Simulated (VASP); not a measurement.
# TiSb (P6_3/mmc) in VASP: notebook

Runs on TiSb. Level: LDA. Tasks: electric field gradients.

Everything below comes from runs of VASP 6.6.1. Logs are shortened: lines on timing, memory, paths and dates and some standing lists are left out, and cuts for length are marked.

## Step 1: The cell of the first run

It takes space group P6_3/mmc (No. 194, hexagonal). Conventional cell: a = 4.020 Å, b = 4.020 Å, c = 6.155 Å, α = 90.00°, β = 90.00°, γ = 120.00°. Within 3.7 Å of Ti (site symmetry -3m) lie 6 Sb at 2.78 Å and 2 Ti at 3.08 Å. Within 3.7 Å of Sb (site symmetry -6m2) lie 6 Ti at 2.78 Å.

## Step 2: Electric field gradients, LDA (21.53 Å³/atom)

The input, INCAR:

```
PREC = Accurate ; ENCUT = 520
EDIFF = 1E-8 ; ISMEAR = -1
SIGMA = 0.03 ; LREAL = False
LASPH = True ; NELM = 80
ALGO = Normal ; ISIF = 2
LWAVE = False ; LCHARG = False
GGA = CA ; LEFG = True
NBANDS = 25
```

The input, KPOINTS:

```
regular mesh
0
Gamma
  12 12 7
```

The input, POSCAR:

```
TiSb
1.0
    4.0195348148      0.0000000000      0.0000000000
   -2.0097674075      3.4810192611      0.0000000000
    0.0000000000      0.0000000000      6.1553272727
Ti Sb
2 2
Direct
    0.0000000000      0.0000000000      0.0000000000
    0.0000000000      0.0000000000      0.5000000000
    0.3333333333      0.6666666667      0.2500000000
    0.6666666667      0.3333333333      0.7500000000
```

Potentials or basis: VASP PAW LDA potentials, release 64 (Ti_sv, Sb).

On the command line:

```sh
> cat potpaw_LDA.64/Ti_sv/POTCAR potpaw_LDA.64/Sb/POTCAR > POTCAR
> mpirun -np 1 vasp_std > vasp.out
```

OUTCAR:

```text
PREC = Accurate
   ENCUT = 520
   EDIFF = 1E-8
   ISMEAR = -1
   LREAL = False
   LASPH = True
   NELM = 80
   ISIF = 2
   GGA = CA

 ion  position               nearest neighbor table
   1  0.000  0.000  0.000-   3 2.78   4 2.78   4 2.78   3 2.78   4 2.78   3 2.78
   2  0.000  0.000  0.500-   3 2.78   4 2.78   4 2.78   3 2.78   4 2.78   3 2.78
   3  0.333  0.667  0.250-   1 2.78   2 2.78   1 2.78   2 2.78   1 2.78   2 2.78
   4  0.667  0.333  0.750-   1 2.78   2 2.78   1 2.78   2 2.78   1 2.78   2 2.78

  LATTYP: Found a hexagonal cell.
 ALAT       =     4.0195348148
 C/A-ratio  =     1.5313531432

  Lattice vectors:

 A1 = (   4.0195348148,   0.0000000000,   0.0000000000)
 A2 = (  -2.0097674075,   3.4810192611,   0.0000000000)
 A3 = (   0.0000000000,   0.0000000000,   6.1553272727)

Analysis of symmetry for initial positions (statically):
=====================================================================
 Subroutine PRICEL returns:
 Original cell was already a primitive cell.

 Routine SETGRP: Setting up the symmetry group for a
 hexagonal supercell.

 Subroutine GETGRP returns: Found 24 space group operations
 (whereof 12 operations were pure point group operations)
 out of a pool of 24 trial point group operations.

The static configuration has the point symmetry D_3d.
 The point group associated with its full space group is D_6h.

Analysis of symmetry for dynamics (positions and initial velocities):
=====================================================================
 Subroutine PRICEL returns:
 Original cell was already a primitive cell.

 Routine SETGRP: Setting up the symmetry group for a
 hexagonal supercell.

 Subroutine GETGRP returns: Found 24 space group operations
 (whereof 12 operations were pure point group operations)
 out of a pool of 24 trial point group operations.

The dynamic configuration has the point symmetry D_3d.
 The point group associated with its full space group is D_6h.

 Subroutine INISYM returns: Found 24 space group operations
 (whereof 12 operations are pure point group operations),
 and found     1 'primitive' translations

----------------------------------------------------------------------------------------

                                     Primitive cell

  volume of cell :      86.1258

  direct lattice vectors                    reciprocal lattice vectors
     4.019534815  0.000000000  0.000000000     0.248785008  0.143636091  0.000000000
    -2.009767408  3.481019261  0.000000000     0.000000000  0.287272182  0.000000000
     0.000000000  0.000000000  6.155327273     0.000000000  0.000000000  0.162460899

  length of vectors
     4.019534815  4.019534815  6.155327273     0.287272182  0.287272182  0.162460899

  position of ions in fractional coordinates (direct lattice)
     0.000000000  0.000000000  0.000000000
     0.000000000  0.000000000  0.500000000
     0.333333333  0.666666667  0.250000000
     0.666666667  0.333333333  0.750000000

  ion indices of the primitive-cell ions
   primitive index   ion index
                 1           1
                 2           2
                 3           3
                 4           4

----------------------------------------------------------------------------------------

 KPOINTS: regular mesh

Automatic generation of k-mesh.
 Grid dimensions read from file:
 generate k-points for:   12   12    7

 Generating k-lattice:

  Cartesian coordinates                     Fractional coordinates (reciprocal lattice)
     0.020732084  0.011969674  0.000000000     0.083333333  0.000000000  0.000000000
     0.000000000  0.023939349  0.000000000     0.000000000  0.083333333  0.000000000
     0.000000000  0.000000000  0.023208700     0.000000000  0.000000000  0.142857143

  Length of vectors
     0.023939349  0.023939349  0.023208700

  Shift w.r.t. Gamma in fractional coordinates (k-lattice)
     0.000000000  0.000000000  0.000000000

 Subroutine IBZKPT returns following result:
 ===========================================

 Found     76 irreducible k-points:

 Following reciprocal coordinates:
            Coordinates               Weight
  0.000000  0.000000  0.000000      1.000000
  0.083333 -0.000000  0.000000      6.000000
  0.166667 -0.000000  0.000000      6.000000
  0.250000 -0.000000  0.000000      6.000000
  0.333333  0.000000  0.000000      6.000000
  0.416667 -0.000000  0.000000      6.000000
[... 16 lines left out ...]
  0.250000 -0.000000  0.142857     12.000000
  0.333333  0.000000  0.142857     12.000000
 [... further k-points ...]
   k-points           NKPTS =     76   k-points in BZ     NKDIM =     76   number of bands    NBANDS=     25
   number of dos      NEDOS =    301   number of ions     NIONS =      4
   total plane-waves  NPLWV =  43200
   dimension x,y,z NGX =    30 NGY =   30 NGZ =   48
   dimension x,y,z NGXF=    60 NGYF=   60 NGZF=   96
   ions per type =               2   2
   NGX,Y,Z   is equivalent  to a cutoff of  12.41, 12.41, 12.96 a.u.
   NGXF,Y,Z  is equivalent  to a cutoff of  24.82, 24.82, 25.93 a.u.
 SYSTEM =  unknown system
   PREC   = accura    normal or accurate (medium, high low for compatibility)
   ISTART =      0    job   : 0-new  1-cont  2-samecut
   ICHARG =      2    charge: 1-file 2-atom 10-const
   ISPIN  =      1    spin polarized calculation?
   LNONCOLLINEAR =      F non collinear calculations
   LSORBIT =      F    spin-orbit coupling
   LASPH  =      T    aspherical Exc in radial PAW
   ENCUT  =  520.0 eV  38.22 Ry    6.18 a.u.   7.47  7.47 11.44*2*pi/ulx,y,z
   NELM   =     80;   NELMIN=  2; NELMDL= -5     # of ELM steps
   EDIFF  = 0.1E-07   stopping-criterion for ELM
   LREAL  =      F    real-space projection
   EDIFFG = 0.1E-06   stopping-criterion for IOM
   NSW    =      0    number of steps for IOM
   IBRION =     -1    ionic relax: 0-MD 1-quasi-New 2-CG
   NFREE  =      0    steps in history (QN), initial steepest desc. (CG)
   ISIF   =      2    stress and relaxation
   ISYM   =      2    0-nonsym 1-usesym 2-fastsym
   POTIM  = 0.5000    time-step for ionic-motion
   TEBEG  =    0.0;   TEEND  =   0.0 temperature during run
   PSTRESS=    0.0 pullay stress
   NELECT =      34.0000    total number of electrons
   NUPDOWN=      -1.0000    fix difference up-down
   EMIN   =  10.00;   EMAX   =-10.00  energy-range for DOS
   EFERMI =   0.00;   METHOD = LEGACY
   ISMEAR =    -1;   SIGMA  =   0.03  broadening in eV -4-tet -1-fermi 0-gaus
   EFERMI_NEDOS =   21; number of points for ismear=-14 and -15
   IALGO  =     38    algorithm
   IMIX   =      4    mixing-type and parameters
     AMIX     =   0.40;   BMIX     =  1.00
     AMIX_MAG =   1.60;   BMIX_MAG =  1.00
  volume/ion in A,a.u.               =      21.53       145.30
  Fermi-wavevector in a.u.,A,eV,Ry     =   1.200946  2.269458 19.623280  1.442270
  Thomas-Fermi vector in A             =   2.336768
   LORBIT       =      0    0 simple, 1 ext, 2 COOP (PROOUT), +10 PAW based schemes
   GGA     = CA    functional components
   LHFCALC =     F    Hartree Fock is set to
   AEXX    =    0.0000 exact exchange contribution
   IVDW    =     0    specifies the selected vdW correction
   LEPSILON=     F    determine dielectric tensor
   LRPA    =     F    only Hartree local field effects (RPA)
 non-spin polarized calculation
  energy-cutoff  :      520.00
  volume of cell :       86.13
 maximum number of plane-waves:      2339
 NGX is ok and might be reduce to    30
   NGX = 15   NGY = 15   NGZ = 23

 number of electron      34.0000004 magnetization

 Free energy of the ion-electron system (eV)
  ---------------------------------------------------
  ext. energy  EPLUGINS =         0.00000000
  ---------------------------------------------------
  free energy    TOTEN  =       -28.82315822 eV

  energy without entropy =      -28.81226236  energy(sigma->0) =      -28.81771029

 E-fermi :   8.5477     XC(G=0): -10.9448

 val. band max:        8.5470443226   @ k =   0.3333   0.2500   0.2857
 cond. band min:       8.5527309880   @ k =   0.0833   0.0833   0.1429
 fundamental gap:      0.0056866654
 Fermi energy:         8.5477260343

 k-point     1 :       0.0000    0.0000    0.0000
  band No.  band energies     occupation
      1     -48.0694      2.00000
      2     -48.0471      2.00000
      3     -24.8078      2.00000
      4     -24.8078      2.00000
      5     -24.7832      2.00000
      6     -24.7832      2.00000
[... 661 lines left out ...]
     24      11.1731      0.00000
     25      12.3051      0.00000

 [... further k-points ...]
[... 5 lines left out ...]
  --------------------------------------------------------------------------------------
  -------------------------------------------------------------------------------------
  Total       -1.8195834     -1.8195834     -1.7428059      0.0000000      0.0000000     -0.0000000
  in kB      -33.8492599    -33.8492599    -32.4209878      0.0000000      0.0000000     -0.0000000
  external PRESSURE =     -33.3731692 kB  Pullay stress =       0.0000000 kB

 VOLUME and BASIS-vectors are now :
 -----------------------------------------------------------------------------
  energy-cutoff  :      520.00
  volume of cell :       86.13
      direct lattice vectors                 reciprocal lattice vectors
     4.019534815  0.000000000  0.000000000     0.248785008  0.143636091  0.000000000
    -2.009767408  3.481019261  0.000000000     0.000000000  0.287272182  0.000000000
     0.000000000  0.000000000  6.155327273     0.000000000  0.000000000  0.162460899

 POSITION                                       TOTAL-FORCE (eV/Angst)
 -----------------------------------------------------------------------------------
      0.00000      0.00000      0.00000         0.000000      0.000000      0.000000
      0.00000      0.00000      3.07766        -0.000000      0.000000      0.000000
     -0.00000      2.32068      1.53883         0.000000     -0.000000     -0.000000
      2.00977      1.16034      4.61650        -0.000000      0.000000     -0.000000
 -----------------------------------------------------------------------------------
    total drift:                                0.000000      0.000000      0.000000

  FREE ENERGIE OF THE ION-ELECTRON SYSTEM (eV)
  ---------------------------------------------------
  free  energy   TOTEN  =       -28.8231582212 eV

  energy  without entropy=      -28.8122623581  energy(sigma->0) =      -28.81771029

 Electric field gradients (V/A^2)
---------------------------------------------------------------------
 ion       V_xx      V_yy      V_zz      V_xy      V_xz      V_yz
---------------------------------------------------------------------
   1      28.403    28.405   -56.808     0.002     0.000    -0.000
   2      28.403    28.405   -56.808     0.002    -0.000     0.000
   3     -17.436   -17.437    34.873    -0.000     0.000    -0.000
   4     -17.436   -17.437    34.873    -0.000     0.000     0.000
---------------------------------------------------------------------

 Electric field gradients after diagonalization (V/A^2)
 (convention: |V_zz| > |V_xx| > |V_yy|)
----------------------------------------------------------------------
 ion       V_xx      V_yy      V_zz     asymmetry (V_yy - V_xx)/ V_zz
----------------------------------------------------------------------
   1      28.406    28.402   -56.808       0.000
   2      28.406    28.402   -56.808       0.000
   3     -17.437   -17.436    34.873       0.000
   4     -17.437   -17.436    34.873       0.000
----------------------------------------------------------------------

           NMR quadrupolar parameters

 Cq : quadrupolar parameter    Cq=e*Q*V_zz/h
 eta: asymmetry parameters     (V_yy - V_xx)/ V_zz
 Q  : nuclear electric quadrupole moment in mb (millibarn)
----------------------------------------------------------------------
 ion       Cq(MHz)       eta       Q (mb)
----------------------------------------------------------------------
   1      -0.137       0.000       1.000
   2      -0.137       0.000       1.000
   3       0.084       0.000       1.000
   4       0.084       0.000       1.000
----------------------------------------------------------------------
```

Run time: 2.1 min. Hardware: 1 thread of Intel Xeon Platinum 8488C (Sapphire Rapids), shared host; peak memory 0.27 GiB.

What came out:

```yaml
Free_energy: -28.8232 eV
Pressure: -3.3 GPa
Band_gap_on_the_k_mesh: zero (bands 17 and 18 overlap by 0.51 eV)
Largest_electric_field_gradient_by_atom: Ti -56.8; Sb +34.9 V/Å²
```

Levels at points of the mesh, in eV from the Fermi level:
```
           k point  band 15  band 16  band 17  band 18  band 19  band 20
(0.00, 0.00, 0.00)    -0.31    -0.31    -0.02    -0.02     1.12     1.12
(0.50, 0.00, 0.00)    -2.44    -1.47    -1.33     0.62     0.72     0.78
```

Electric field gradients, principal values (V/Å²):
| atom | least | middle | greatest (by size) |
| --- | --- | --- | --- |
| 1 Ti | 28.402 | 28.406 | -56.808 |
| 2 Ti | 28.402 | 28.406 | -56.808 |
| 3 Sb | -17.436 | -17.437 | 34.873 |
| 4 Sb | -17.436 | -17.437 | 34.873 |

Caveat: the cell stands under tension; without QUAD_EFG the Cq values of the log hold for a quadrupole moment of 1 mb, not for the nuclei; spin-orbit coupling is left out, which moves the levels of the heavy elements.

## Step 3: Electric field gradients, LDA (22.45 Å³/atom)

This run uses another cell than the first one, of 22.45 Å³/atom.

The input, INCAR:

```
SYSTEM = TiSb
ALGO = Normal
EDIFF = 1E-8
ENCUT = 520
ISIF = 2
ISMEAR = -1
LASPH = .TRUE.
LCHARG = .FALSE.
LEFG = .TRUE.
LREAL = .FALSE.
LWAVE = .FALSE.
NBANDS = 25
NELM = 60
PREC = Accurate
SIGMA = 0.03
```

The input, KPOINTS:

```
k-points
0
G
  12 12 7
  0 0 0
```

The input, POSCAR:

```
TiSb
1.0
    4.0757593669      0.0000000000      0.0000000000
   -2.0378796835      3.5297111514      0.0000000000
    0.0000000000      0.0000000000      6.2414269172
Ti Sb
2 2
Direct
    0.0000000000      0.0000000000      0.0000000000
    0.0000000000      0.0000000000      0.5000000000
    0.3333333333      0.6666666667      0.2500000000
    0.6666666667      0.3333333333      0.7500000000
```

Potentials or basis: VASP PAW LDA potentials, release 64 (Ti_sv, Sb).

On the command line:

```sh
> cat potpaw_LDA.64/Ti_sv/POTCAR potpaw_LDA.64/Sb/POTCAR > POTCAR
> mpirun -np 1 vasp_std > vasp.out
```

OUTCAR:

```text
SYSTEM = TiSb
   EDIFF = 1E-8
   ENCUT = 520
   ISIF = 2
   ISMEAR = -1
   LASPH = .TRUE.
   LREAL = .FALSE.
   NELM = 60
   PREC = Accurate

 ion  position               nearest neighbor table
   1  0.000  0.000  0.000-   3 2.82   4 2.82   3 2.82   4 2.82   4 2.82   3 2.82
   2  0.000  0.000  0.500-   3 2.82   4 2.82   3 2.82   4 2.82   4 2.82   3 2.82
   3  0.333  0.667  0.250-   1 2.82   2 2.82   1 2.82   2 2.82   1 2.82   2 2.82
   4  0.667  0.333  0.750-   1 2.82   2 2.82   1 2.82   2 2.82   1 2.82   2 2.82

  LATTYP: Found a hexagonal cell.
 ALAT       =     4.0757593669
 C/A-ratio  =     1.5313531431

  Lattice vectors:

 A1 = (   4.0757593669,   0.0000000000,   0.0000000000)
 A2 = (  -2.0378796835,   3.5297111514,   0.0000000000)
 A3 = (   0.0000000000,   0.0000000000,   6.2414269172)

Analysis of symmetry for initial positions (statically):
=====================================================================
 Subroutine PRICEL returns:
 Original cell was already a primitive cell.

 Routine SETGRP: Setting up the symmetry group for a
 hexagonal supercell.

[... 874 lines left out ...]
      0.00000      0.00000      3.12071         0.000000      0.000000      0.000000
     -0.00000      2.35314      1.56036        -0.000000      0.000000      0.000000
      2.03788      1.17657      4.68107         0.000000     -0.000000     -0.000000
 -----------------------------------------------------------------------------------
    total drift:                                0.000000      0.000000      0.000000

  FREE ENERGIE OF THE ION-ELECTRON SYSTEM (eV)
  ---------------------------------------------------
  free  energy   TOTEN  =       -28.7061388258 eV

  energy  without entropy=      -28.6945385531  energy(sigma->0) =      -28.70033869

 Electric field gradients (V/A^2)
---------------------------------------------------------------------
 ion       V_xx      V_yy      V_zz      V_xy      V_xz      V_yz
---------------------------------------------------------------------
   1      26.691    26.693   -53.383     0.002    -0.000     0.000
   2      26.691    26.693   -53.383     0.002     0.000    -0.000
   3     -15.753   -15.753    31.506    -0.000    -0.000    -0.000
   4     -15.753   -15.753    31.506    -0.000    -0.000    -0.000
---------------------------------------------------------------------

 Electric field gradients after diagonalization (V/A^2)
 (convention: |V_zz| > |V_xx| > |V_yy|)
----------------------------------------------------------------------
 ion       V_xx      V_yy      V_zz     asymmetry (V_yy - V_xx)/ V_zz
----------------------------------------------------------------------
   1      26.694    26.690   -53.383       0.000
   2      26.694    26.690   -53.383       0.000
   3     -15.753   -15.753    31.506       0.000
   4     -15.753   -15.753    31.506       0.000
----------------------------------------------------------------------

           NMR quadrupolar parameters

 Cq : quadrupolar parameter    Cq=e*Q*V_zz/h
 eta: asymmetry parameters     (V_yy - V_xx)/ V_zz
 Q  : nuclear electric quadrupole moment in mb (millibarn)
----------------------------------------------------------------------
 ion       Cq(MHz)       eta       Q (mb)
----------------------------------------------------------------------
   1      -0.129       0.000       1.000
   2      -0.129       0.000       1.000
   3       0.076       0.000       1.000
   4       0.076       0.000       1.000
----------------------------------------------------------------------
```

OSZICAR:

```text
N       E                     dE             d eps       ncg     rms          rms(c)
DAV:   1     0.339880055684E+03    0.33988E+03   -0.15442E+04  3808   0.136E+03
DAV:   2     0.210390145613E+01   -0.33778E+03   -0.32825E+03  4184   0.399E+02
DAV:   3    -0.296522017065E+02   -0.31756E+02   -0.31027E+02  6358   0.114E+02
DAV:   4    -0.322228892953E+02   -0.25707E+01   -0.25535E+01  5632   0.270E+01
DAV:   5    -0.323707561799E+02   -0.14787E+00   -0.14783E+00  5462   0.487E+00    0.135E+01
DAV:   6    -0.292379448631E+02    0.31328E+01   -0.26202E+01  5022   0.384E+01    0.591E+00
DAV:   7    -0.287700149898E+02    0.46793E+00   -0.47911E+00  4920   0.175E+01    0.369E+00
DAV:   8    -0.287298884266E+02    0.40127E-01   -0.60462E-01  5043   0.569E+00    0.144E+00
DAV:   9    -0.287054813038E+02    0.24407E-01   -0.11275E-01  4951   0.298E+00    0.423E-01
DAV:  10    -0.287061375794E+02   -0.65628E-03   -0.49708E-03  5655   0.529E-01    0.172E-01
DAV:  11    -0.287061988299E+02   -0.61250E-04   -0.29604E-04  5464   0.869E-02    0.103E-01
DAV:  12    -0.287061388195E+02    0.60010E-04   -0.29296E-04  5172   0.128E-01    0.687E-03
DAV:  13    -0.287061388190E+02    0.51159E-09   -0.90948E-06  5010   0.252E-02    0.461E-03
DAV:  14    -0.287061388063E+02    0.12679E-07   -0.34335E-07  5126   0.408E-03    0.337E-03
DAV:  15    -0.287061388238E+02   -0.17487E-07   -0.48202E-08  4941   0.184E-03    0.687E-04
DAV:  16    -0.287061388258E+02   -0.20104E-08   -0.82677E-09  2670   0.692E-04
   1 F= -.28706139E+02 E0= -.28700339E+02  d E =-.116003E-01
```

It took 2 min on 1 thread of Intel Xeon Platinum 8488C (Sapphire Rapids), shared host; peak memory 0.27 GiB.

What came out:

```yaml
Free_energy: -28.7061 eV
Pressure: -6.8 GPa
Band_gap_on_the_k_mesh: zero (bands 17 and 18 overlap by 0.49 eV)
Largest_electric_field_gradient_by_atom: Ti -53.4; Sb +31.5 V/Å²
```

Stress tensor (GPa, compression positive):
```
-6.70  0.00  0.00
 0.00 -6.70  0.00
 0.00  0.00 -7.04
```

Electric field gradients, principal values (V/Å²):
```tsv
atom	least	middle	greatest (by size)
1 Ti	26.690	26.694	-53.383
2 Ti	26.690	26.694	-53.383
3 Sb	-15.753	-15.753	31.506
4 Sb	-15.753	-15.753	31.506
```

Caveat: the cell stands under tension; without QUAD_EFG the Cq values of the log hold for a quadrupole moment of 1 mb, not for the nuclei; spin-orbit coupling is left out, which moves the levels of the heavy elements.

(Continued in part 2 of 2.)
